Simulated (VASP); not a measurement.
Set up this calculation in VASP 6.6.1, as the native input.

| Quantity | Value |
| --- | --- |
| Task | relaxation of cell and atoms |
| Functional | PBE |
| Potentials or basis | VASP PAW PBE potentials, release 64 (Ni, Sb, O) |
| Cutoff | 600 eV |
| k mesh | 6 × 6 × 6 |
| Occupations | gaussian, width 0.1 eV |
| Spin | collinear spin, ferromagnetic start |
| Starting moments | [0.76, 0.0, 0.5, 0.5, 0.5, 0.5] μB |
| Dipole correction | no |
| Further INCAR settings | ALGO = Normal; EDIFF = 1e-06; IBRION = 2; EDIFFG = -0.04; NSW = 90; ISIF = 3 |

The structure of NiSbO4 lies in POSCAR:

```
NiSbO4
1.0
    0.0000000000      3.1798845759      3.1798845759
    3.1798845759      0.0000000000      3.1798845759
    3.1798845759      3.1798845759      0.0000000000
Ni Sb O
1 1 4
Direct
    0.7500000000      0.7500000000      0.7500000000
    0.0000000000      0.0000000000      0.0000000000
    0.3753483627      0.3753483627      0.8739549118
    0.8739549118      0.3753483627      0.3753483627
    0.3753483627      0.3753483627      0.3753483627
    0.3753483627      0.8739549118      0.3753483627
```

The cell was built from a structure type or drawn by symmetry, and may not be a known phase.

These files were run (other wordings do the same):

INCAR

```
SYSTEM = NiSbO4
PREC     = Accurate       ! precision mode
ENCUT    = 600            ! plane-wave cutoff, eV
EDIFF    = 1E-6           ! SCF threshold, eV
ISMEAR   = 0              ! smearing method
SIGMA    = 0.1            ! smearing width, eV
LREAL    = .FALSE.        ! projectors in reciprocal space
LASPH    = .TRUE.         ! aspherical terms in the spheres
NELM     = 150            ! most SCF steps
ALGO     = Normal         ! electronic algorithm
ISIF     = 3              ! what is computed and relaxed
LWAVE    = .FALSE.        ! write WAVECAR
LCHARG   = .FALSE.        ! write CHGCAR
ISPIN    = 2              ! spin polarisation
MAGMOM   = 0.76 0 0.5 0.5 0.5 0.5 ! initial moments
LORBIT   = 11             ! projections on sites
LMAXMIX  = 4              ! l up to which the mixer works
GGA      = PE             ! functional
IBRION   = 2              ! ionic algorithm
NSW      = 90             ! ionic steps
EDIFFG   = -0.04          ! ionic threshold
```

KPOINTS

```
regular mesh
0
G
  6 6 6
  0 0 0
```

Potentials or basis: VASP PAW PBE potentials, release 64 (Ni, Sb, O).

Run with:

```console
$ cat potpaw_PBE.64/Ni/POTCAR potpaw_PBE.64/Sb/POTCAR potpaw_PBE.64/O/POTCAR > POTCAR
$ mpirun -np 1 vasp_std > vasp.out
```

Results of the run:

| Property | Result |
| --- | --- |
| Relaxed volume | 10.53 Å³/atom |
| Relaxed cell | a = 4.471 Å, b = 4.471 Å, c = 4.471 Å, α = 60.00°, β = 60.00°, γ = 60.00° |
| Space group after relaxing (to 0.1 Å) | F-43m (No. 216) |
| Energy gained by relaxing | 2.7 meV/atom |
| Ionic steps | 4 |
| Pressure after relaxing | 0.2 GPa |
| Largest force after relaxing | 0.018 eV/Å |
| Net moment | 0.00 μB per cell |
| Valence electrons inside the program's atomic spheres | Ni 8.90; Sb 2.12; O 4.74 |

It took 3.4 min on 1 thread of Intel(R) Xeon(R) 6975P-C (Granite Rapids), on a shared host, peak memory 0.28 GiB.
